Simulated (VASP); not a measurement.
Al, 4 atoms in the cell. The cell holds a slab with vacuum, 4 atoms: a = 2.950 Å, b = 2.950 Å, c = 25.811 Å, α = 90.00°, β = 90.00°, γ = 90.00°. 

- Program: VASP 6.6.1
- Task: single point
- Functional: LDA
- Potentials or basis: VASP PAW LDA potentials, release 64 (Al)
- Cutoff: 400 eV
- k mesh: 12 × 12 × 1
- Occupations: methfessel-paxton, width 0.1 eV
- Spin: no spin polarisation
- Dipole correction: yes
- Further INCAR settings: ALGO = Normal; EDIFF = 1e-06; NBANDS = 14; NELMDL = -8

Potentials or basis: VASP PAW LDA potentials, release 64 (Al).

Run with:

```console
$ cat potpaw_LDA.64/Al/POTCAR > POTCAR
$ mpirun -np 1 vasp_std > vasp.out
```

Hardware: 1 thread of Intel Xeon 6975P-C, with other jobs on the host.

Problem. How long does it take, and how much memory?

Solution. Wall time 61 s on 1 thread of Intel Xeon 6975P-C (shared host), peak memory 0.21 GiB. Counts: scf iterations 25, k points 28.
